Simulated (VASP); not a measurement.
Write the native input for VASP 6.6.1 that does the following.

* Task: single point
* Functional: LDA
* Potentials or basis: VASP PAW LDA potentials, release 64 (Cs_sv, Pb_d, Br)
* Cutoff: 520 eV
* k mesh: 6 × 6 × 6
* Occupations: gaussian, width 0.05 eV
* Spin: no spin polarisation
* Dipole correction: no
* Further INCAR settings: ALGO = Normal; EDIFF = 1e-06; NBANDS = 30

The structure of CsPbBr3 lies in POSCAR:

```
CsPbBr3
1.0
    5.8700000000      0.0000000000      0.0000000000
    0.0000000000      5.6939000000      0.0000000000
    0.0000000000      0.0000000000      5.8700000000
Cs Pb Br
1 1 3
Direct
    0.0000000000      0.0000000000      0.0000000000
    0.5000000000      0.5000000000      0.5000000000
    0.0000000000      0.5000000000      0.5000000000
    0.5000000000      0.0000000000      0.5000000000
    0.5000000000      0.5000000000      0.0000000000
```

This cell differs from its parent crystal: strain -0.0300 x Voigt [0, 1, 0, 0, 0, 0].

One way to write it, as run:

INCAR

```
SYSTEM = CsPbBr3
ALGO = Normal
EDIFF = 1E-6
ENCUT = 520
GGA = CA
ISIF = 2
ISMEAR = 0
LASPH = .True.
LCHARG = .True.
LELF = .True.
LREAL = .False.
LVHAR = .True.
LWAVE = .False.
NBANDS = 30
NELM = 80
PREC = Accurate
SIGMA = 0.05
```

KPOINTS

```
k-points
0
Gamma
  6 6 6
  0 0 0
```

Potentials or basis: VASP PAW LDA potentials, release 64 (Cs_sv, Pb_d, Br).

Command:

```sh
$ cat potpaw_LDA.64/Cs_sv/POTCAR potpaw_LDA.64/Pb_d/POTCAR potpaw_LDA.64/Br/POTCAR > POTCAR
$ mpirun -np 1 vasp_std > vasp.out
```

Results of the run:

The pressure is -0.4 GPa. The band gap on the k mesh is 1.14 eV, direct.

Caveat: the cell differs from its parent crystal (strain -0.0300 x Voigt [0, 1, 0, 0, 0, 0]); spin-orbit coupling is left out, which moves the levels of the heavy elements.

It took 3.6 min on 1 thread of Intel Xeon 6975P-C, with other jobs on the host, peak memory 0.4 GiB.
